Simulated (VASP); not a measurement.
# Si4Cl (P6/mmm) in VASP: further runs

Runs on Si4Cl. Level: PBE. Tasks: single point.

Everything below comes from runs of VASP 6.6.1. Logs are shortened: lines on timing, memory, paths and dates and some standing lists are left out, and cuts for length are marked.

### 1 The cell of the first run

The structure is hexagonal, space group P6/mmm (No. 191). Conventional cell: a = 5.452 Å, b = 5.452 Å, c = 4.744 Å, α = 90.00°, β = 90.00°, γ = 120.00°. Within 3.7 Å of Si (site symmetry mmm) lie 8 Si at 2.73 to 3.61 Å and 2 Cl at 2.73 Å. Within 3.1 Å of Si (site symmetry 6/mmm) lie 2 Cl at 2.37 Å. Cl (site symmetry 6/mmm) has 8 Si at 2.37 to 2.73 Å within 3.1 Å.

The cell was generated, and may not be a known phase.

### 2 Single point, PBE

Input file INCAR:

```
SYSTEM = Si4Cl
PREC     = Accurate       ! precision mode
ENCUT    = 500            ! plane-wave cutoff, eV
EDIFF    = 1E-6           ! SCF threshold, eV
ISMEAR   = 0              ! smearing method
SIGMA    = 0.2            ! smearing width, eV
LREAL    = .FALSE.        ! projectors in reciprocal space
LASPH    = .TRUE.         ! aspherical terms in the spheres
NELM     = 120            ! most SCF steps
ALGO     = Normal         ! electronic algorithm
ISIF     = 2              ! what is computed and relaxed
LWAVE    = .FALSE.        ! write WAVECAR
LCHARG   = .TRUE.         ! write CHGCAR
GGA      = PE             ! functional
LELF     = .TRUE.         ! ELF
LVHAR    = .TRUE.       
NBANDS   = 20             ! bands
GGA_COMPAT= .FALSE.
```

Input file KPOINTS:

```
regular mesh
0
G
  4 4 3
  0 0 0
```

Input file POSCAR:

```
Si4Cl
1.0
    5.4518153954     -0.0000000036      0.0000000000
   -2.7259076946      4.7214106309      0.0000000000
    0.0000000000      0.0000000000      4.7437364625
Si Cl
4 1
Direct
    0.5000000000      0.0000000000      0.0000000000
    0.0000000000      0.5000000000      0.0000000000
    0.5000000000      0.5000000000      0.0000000000
    0.0000000000      0.0000000000      0.5000000000
    0.0000000000      0.0000000000      0.0000000000
```

Potentials or basis: VASP PAW PBE potentials, release 64 (Si, Cl).

On the command line:

```bash
cat potpaw_PBE.64/Si/POTCAR potpaw_PBE.64/Cl/POTCAR > POTCAR
mpirun -np 1 vasp_std > vasp.out
```

OUTCAR:

```text
SYSTEM = Si4Cl
   PREC = Accurate
   ENCUT = 500
   EDIFF = 1E-6
   ISMEAR = 0
   LREAL = .FALSE.
   LASPH = .TRUE.
   NELM = 120
   ISIF = 2
   GGA = PE

 ion  position               nearest neighbor table
   1  0.500  0.000  0.000-   2 2.73   2 2.73   3 2.73   3 2.73   5 2.73   5 2.73
   2  0.000  0.500  0.000-   1 2.73   1 2.73   5 2.73   5 2.73   3 2.73   3 2.73
   3  0.500  0.500  0.000-   5 2.73   5 2.73   1 2.73   1 2.73   2 2.73   2 2.73
   4  0.000  0.000  0.500-   5 2.37   5 2.37
   5  0.000  0.000  0.000-   4 2.37   4 2.37   3 2.73   3 2.73   2 2.73   2 2.73   1 2.73   1 2.73

  LATTYP: Found a hexagonal cell.
 ALAT       =     5.4518153954
 C/A-ratio  =     0.8701205229

  Lattice vectors:

 A1 = (   5.4518153954,  -0.0000000036,   0.0000000000)
 A2 = (  -2.7259076946,   4.7214106309,   0.0000000000)
 A3 = (   0.0000000000,   0.0000000000,   4.7437364625)

Analysis of symmetry for initial positions (statically):
=====================================================================
 Subroutine PRICEL returns:
 Original cell was already a primitive cell.

 Routine SETGRP: Setting up the symmetry group for a
 hexagonal supercell.

 Subroutine GETGRP returns: Found 24 space group operations
 (whereof 24 operations were pure point group operations)
 out of a pool of 24 trial point group operations.

The static configuration has the point symmetry D_6h.

Analysis of symmetry for dynamics (positions and initial velocities):
=====================================================================
 Subroutine PRICEL returns:
 Original cell was already a primitive cell.

 Routine SETGRP: Setting up the symmetry group for a
 hexagonal supercell.

 Subroutine GETGRP returns: Found 24 space group operations
 (whereof 24 operations were pure point group operations)
 out of a pool of 24 trial point group operations.

The dynamic configuration has the point symmetry D_6h.

 Subroutine INISYM returns: Found 24 space group operations
 (whereof 24 operations are pure point group operations),
 and found     1 'primitive' translations

----------------------------------------------------------------------------------------

                                     Primitive cell

  volume of cell :     122.1050

  direct lattice vectors                    reciprocal lattice vectors
     5.451815395 -0.000000004  0.000000000     0.183425140  0.105900554  0.000000000
    -2.725907695  4.721410631  0.000000000     0.000000000  0.211801107  0.000000000
     0.000000000  0.000000000  4.743736463     0.000000000  0.000000000  0.210804291

  length of vectors
     5.451815395  5.451815395  4.743736463     0.211801107  0.211801107  0.210804291

  position of ions in fractional coordinates (direct lattice)
     0.500000000  0.000000000  0.000000000
     0.000000000  0.500000000  0.000000000
     0.500000000  0.500000000  0.000000000
     0.000000000  0.000000000  0.500000000
     0.000000000  0.000000000  0.000000000

  ion indices of the primitive-cell ions
   primitive index   ion index
                 1           1
                 2           2
                 3           3
                 4           4
                 5           5

----------------------------------------------------------------------------------------

 KPOINTS: regular mesh

Automatic generation of k-mesh.
 Grid dimensions read from file:
 generate k-points for:    4    4    3

 Generating k-lattice:

  Cartesian coordinates                     Fractional coordinates (reciprocal lattice)
     0.045856285  0.026475138  0.000000000     0.250000000  0.000000000  0.000000000
     0.000000000  0.052950277  0.000000000     0.000000000  0.250000000  0.000000000
     0.000000000  0.000000000  0.070268097     0.000000000  0.000000000  0.333333333

  Length of vectors
     0.052950277  0.052950277  0.070268097

  Shift w.r.t. Gamma in fractional coordinates (k-lattice)
     0.000000000  0.000000000  0.000000000

 Subroutine IBZKPT returns following result:
 ===========================================

 Found      8 irreducible k-points:

 Following reciprocal coordinates:
            Coordinates               Weight
  0.000000  0.000000  0.000000      1.000000
  0.250000  0.000000  0.000000      6.000000
  0.500000  0.000000  0.000000      3.000000
  0.250000  0.250000  0.000000      6.000000
  0.000000  0.000000  0.333333      2.000000
  0.250000  0.000000  0.333333     12.000000
  0.500000  0.000000  0.333333      6.000000
  0.250000  0.250000  0.333333     12.000000
   k-points           NKPTS =      8   k-points in BZ     NKDIM =      8   number of bands    NBANDS=     20
   number of dos      NEDOS =    301   number of ions     NIONS =      5
   total plane-waves  NPLWV =  57600
   dimension x,y,z NGX =    40 NGY =   40 NGZ =   36
   dimension x,y,z NGXF=    80 NGYF=   80 NGZF=   72
   ions per type =               4   1
   NGX,Y,Z   is equivalent  to a cutoff of  12.20, 12.20, 12.62 a.u.
   NGXF,Y,Z  is equivalent  to a cutoff of  24.39, 24.39, 25.23 a.u.
 SYSTEM =  Si4Cl
   PREC   = accura    normal or accurate (medium, high low for compatibility)
   ISTART =      0    job   : 0-new  1-cont  2-samecut
   ICHARG =      2    charge: 1-file 2-atom 10-const
   ISPIN  =      1    spin polarized calculation?
   LNONCOLLINEAR =      F non collinear calculations
   LSORBIT =      F    spin-orbit coupling
   LASPH  =      T    aspherical Exc in radial PAW
   ENCUT  =  500.0 eV  36.75 Ry    6.06 a.u.   9.94  9.94  8.65*2*pi/ulx,y,z
   NELM   =    120;   NELMIN=  2; NELMDL= -5     # of ELM steps
   EDIFF  = 0.1E-05   stopping-criterion for ELM
   LREAL  =      F    real-space projection
[... 7 lines left out ...]
   TEBEG  =    0.0;   TEEND  =   0.0 temperature during run
   PSTRESS=    0.0 pullay stress
   NELECT =      23.0000    total number of electrons
   NUPDOWN=      -1.0000    fix difference up-down
   EMIN   =  10.00;   EMAX   =-10.00  energy-range for DOS
   EFERMI =   0.00;   METHOD = LEGACY
   ISMEAR =     0;   SIGMA  =   0.20  broadening in eV -4-tet -1-fermi 0-gaus
   EFERMI_NEDOS =   21; number of points for ismear=-14 and -15
   IALGO  =     38    algorithm
   IMIX   =      4    mixing-type and parameters
     AMIX     =   0.40;   BMIX     =  1.00
     AMIX_MAG =   1.60;   BMIX_MAG =  1.00
  volume/ion in A,a.u.               =      24.42       164.80
  Fermi-wavevector in a.u.,A,eV,Ry     =   0.938440  1.773394 11.982225  0.880669
  Thomas-Fermi vector in A             =   2.065651
   LORBIT       =      0    0 simple, 1 ext, 2 COOP (PROOUT), +10 PAW based schemes
   GGA     = PE    functional components
   LHFCALC =     F    Hartree Fock is set to
   AEXX    =    0.0000 exact exchange contribution
   IVDW    =     0    specifies the selected vdW correction
   LEPSILON=     F    determine dielectric tensor
   LRPA    =     F    only Hartree local field effects (RPA)
 non-spin polarized calculation
 Gauss-broadening in eV      SIGMA  =   0.20
  energy-cutoff  :      500.00
  volume of cell :      122.11
 maximum number of plane-waves:      3128
 NGX is ok and might be reduce to    40
   NGX = 19   NGY = 19   NGZ = 17

 number of electron      23.0000001 magnetization

 Free energy of the ion-electron system (eV)
  ---------------------------------------------------
  ext. energy  EPLUGINS =         0.00000000
  ---------------------------------------------------
  free energy    TOTEN  =       -16.96981645 eV

  energy without entropy =      -16.85929964  energy(sigma->0) =      -16.91455805

 E-fermi :   4.1969     XC(G=0):  -8.7823

 val. band max:        4.1667603381   @ k =   0.2500   0.0000   0.3333
 cond. band min:       4.2503052286   @ k =   0.5000   0.0000   0.0000
 fundamental gap:      0.0835448905
 Fermi energy:         4.1969152796

 k-point     1 :       0.0000    0.0000    0.0000
  band No.  band energies     occupation
      1     -13.9867      2.00000
      2      -5.1701      2.00000
      3      -3.6040      2.00000
      4      -3.2719      2.00000
      5      -3.2719      2.00000
      6      -1.8045      2.00000
[... 12 lines left out ...]
     19       8.3248      0.00000
     20       9.9178      0.00000

 k-point     2 :       0.2500    0.0000    0.0000
  band No.  band energies     occupation
      1     -13.9602      2.00000
      2      -5.5501      2.00000
      3      -3.6062      2.00000
      4      -3.5700      2.00000
      5      -3.1563      2.00000
      6      -1.7872      2.00000
[... 12 lines left out ...]
     19       9.3138      0.00000
     20       9.3369      0.00000

 k-point     3 :       0.5000    0.0000    0.0000
  band No.  band energies     occupation
      1     -13.9332      2.00000
      2      -5.8135      2.00000
      3      -3.8482      2.00000
      4      -3.5352      2.00000
      5      -3.5164      2.00000
      6      -1.7492      2.00000
[... 12 lines left out ...]
     19       9.5825      0.00000
     20      10.5128      0.00000

 k-point     4 :       0.2500    0.2500    0.0000
  band No.  band energies     occupation
      1     -13.9333      2.00000
      2      -5.6250      2.00000
      3      -4.7581      2.00000
      4      -3.5353      2.00000
      5      -2.1020      2.00000
      6      -1.4633      2.00000
[... 12 lines left out ...]
     19       9.2677      0.00000
     20       9.7251      0.00000

 k-point     5 :       0.0000    0.0000    0.3333
  band No.  band energies     occupation
      1     -13.9221      2.00000
      2      -5.2056      2.00000
      3      -4.9844      2.00000
      4      -3.1761      2.00000
      5      -3.1761      2.00000
      6      -0.6295      2.00000
[... 12 lines left out ...]
     19      10.4731      0.00000
     20      10.6890      0.00000

 k-point     6 :       0.2500    0.0000    0.3333
  band No.  band energies     occupation
      1     -13.8962      2.00000
      2      -5.4515      2.00000
      3      -5.0841      2.00000
      4      -3.5049      2.00000
      5      -3.0233      2.00000
      6      -1.2993      2.00000
[... 12 lines left out ...]
     19       9.7074      0.00000
     20      10.1727      0.00000

 k-point     7 :       0.5000    0.0000    0.3333
  band No.  band energies     occupation
      1     -13.8697      2.00000
      2      -5.7069      2.00000
      3      -5.0484      2.00000
      4      -3.7440      2.00000
      5      -3.3880      2.00000
      6      -0.1912      2.00000
[... 12 lines left out ...]
     19       8.0542      0.00000
     20      10.3182      0.00000

 k-point     8 :       0.2500    0.2500    0.3333
  band No.  band energies     occupation
      1     -13.8698      2.00000
      2      -5.5197      2.00000
      3      -5.0456      2.00000
      4      -4.6528      2.00000
      5      -1.7167      2.00000
      6      -1.2742      2.00000
[... 12 lines left out ...]
     19       8.5375      0.00000
     20       9.4198      0.00000

------------------------ aborting loop because EDIFF is reached ----------------------------------------

  FORCE on cell =-STRESS in cart. coord.  units (eV):
  Direction    XX          YY          ZZ          XY          YZ          ZX
  --------------------------------------------------------------------------------------
  -------------------------------------------------------------------------------------
  Total       -0.1328965     -0.1328965      0.0069882      0.0000000      0.0000000      0.0000000
  in kB       -1.7437760     -1.7437760      0.0916947      0.0000000      0.0000000      0.0000000
  external PRESSURE =      -1.1319524 kB  Pullay stress =       0.0000000 kB

 VOLUME and BASIS-vectors are now :
 -----------------------------------------------------------------------------
  energy-cutoff  :      500.00
  volume of cell :      122.11
      direct lattice vectors                 reciprocal lattice vectors
     5.451815395 -0.000000004  0.000000000     0.183425140  0.105900554  0.000000000
    -2.725907695  4.721410631  0.000000000     0.000000000  0.211801107  0.000000000
     0.000000000  0.000000000  4.743736463     0.000000000  0.000000000  0.210804291

 POSITION                                       TOTAL-FORCE (eV/Angst)
 -----------------------------------------------------------------------------------
      2.72591     -0.00000      0.00000        -0.000000      0.000000      0.000000
     -1.36295      2.36071      0.00000         0.000000      0.000000      0.000000
      1.36295      2.36071      0.00000         0.000000      0.000000      0.000000
      0.00000      0.00000      2.37187         0.000000      0.000000      0.000000
      0.00000      0.00000      0.00000         0.000000      0.000000      0.000000
 -----------------------------------------------------------------------------------
    total drift:                                0.000000      0.000000     -0.000000

  FREE ENERGIE OF THE ION-ELECTRON SYSTEM (eV)
  ---------------------------------------------------
  free  energy   TOTEN  =       -16.9698164550 eV

  energy  without entropy=      -16.8592996422  energy(sigma->0) =      -16.91455805
```

Run time: 15 s. Hardware: 1 thread of Intel Xeon Platinum 8259CL at 2.50GHz (Skylake/Cascade Lake), shared host; peak memory 0.22 GiB.

Results:

| Quantity | Value |
| --- | --- |
| Free energy | -16.9698 eV |
| Pressure | -0.1 GPa |
| Band gap on the k mesh | zero (an odd number of electrons rules out a gap without spin polarisation) |

Levels at points of the mesh, in eV from the Fermi level:
| k point | band 8 | band 9 | band 10 | band 11 | band 12 | band 13 | band 14 | band 15 |
| --- | --- | --- | --- | --- | --- | --- | --- | --- |
| (0.00, 0.00, 0.00) | -4.94 | -4.36 | -0.92 | 0.88 | 0.88 | 2.11 | 2.11 | 2.52 |
| (0.50, 0.00, 0.00) | -2.91 | -2.24 | -0.96 | 0.05 | 0.22 | 0.64 | 1.00 | 1.62 |

Caveat: the k points lie up to 0.44 Å⁻¹ apart, too coarse for converged energies and pressures of a metal; an odd number of electrons without spin polarisation forces a metal; a magnetic or distorted state may lie lower.

### 3 Single point, PBE

This run uses another cell than the first one, of 18.26 Å³/atom.

Input file INCAR:

```
SYSTEM = Si4Cl
PREC = Accurate
ENCUT = 500
EDIFF = 1E-6
ISMEAR = 0
SIGMA = 0.2
LREAL = .False.
LASPH = .True.
NELM = 120
ALGO = Normal
ISIF = 2
LWAVE = .False.
LCHARG = .False.
GGA = PE
NBANDS = 20
GGA_COMPAT = .False.
```

Input file KPOINTS:

```
Automatic mesh
0
Gamma
  4 4 4
  0 0 0
```

Input file POSCAR:

```
Si4Cl
1.0
    4.5912582018      0.0000000024      0.0000000000
   -2.2956291030      3.9761462369      0.0000000000
    0.0000000000      0.0000000000      4.9998786817
Si Cl
4 1
Direct
    0.3333333333      0.6666666667      0.2503057980
    0.6666666667      0.3333333333      0.2503057980
    0.6666666667      0.3333333333      0.7496942020
    0.3333333333      0.6666666667      0.7496942020
    0.0000000000      0.0000000000      0.0000000000
```

Potentials or basis: VASP PAW PBE potentials, release 64 (Si, Cl).

On the command line:

```bash
cat potpaw_PBE.64/Si/POTCAR potpaw_PBE.64/Cl/POTCAR > POTCAR
mpirun -np 1 vasp_std > vasp.out
```

It took 18 s on 1 thread of Intel Xeon Platinum 8259CL at 2.50GHz (Skylake/Cascade Lake), shared host; peak memory 0.2 GiB.

It converged, with:

| Property | Result |
| --- | --- |
| Free energy | -21.2685 eV |
| Pressure | 0.1 GPa |
| Largest force | 0.023 eV/Å |
| Band gap on the k mesh | zero (an odd number of electrons rules out a gap without spin polarisation) |

Forces in eV/Å, atoms in the order of the input:
```
Si   0.000  0.000  0.023
Si   0.000  0.000  0.023
Si   0.000  0.000 -0.023
Si   0.000  0.000 -0.023
Cl   0.000  0.000  0.000
```

Stress tensor (GPa, compression positive):
```
-0.03  0.00  0.00
 0.00 -0.03  0.00
 0.00  0.00  0.49
```

Levels at points of the mesh, in eV from the Fermi level:
```csv
k point,band 10,band 11,band 12,band 13,band 14,band 15
"(0.00, 0.00, 0.00)",-2.26,-0.76,0.52,0.52,1.31,3.07
"(0.50, 0.00, 0.00)",-1.45,-1.20,-0.85,-0.47,3.79,3.86
"(0.00, 0.00, 0.50)",-2.29,-1.92,-1.92,0.67,1.37,1.37
"(0.50, 0.00, 0.50)",0.16,0.51,1.07,1.46,1.78,3.46
```

Caveat: the k points lie up to 0.40 Å⁻¹ apart, too coarse for converged energies and pressures of a metal; an odd number of electrons without spin polarisation forces a metal; a magnetic or distorted state may lie lower.

The gap in the log of VASP goes by the Fermi energy; the results here count the filled bands.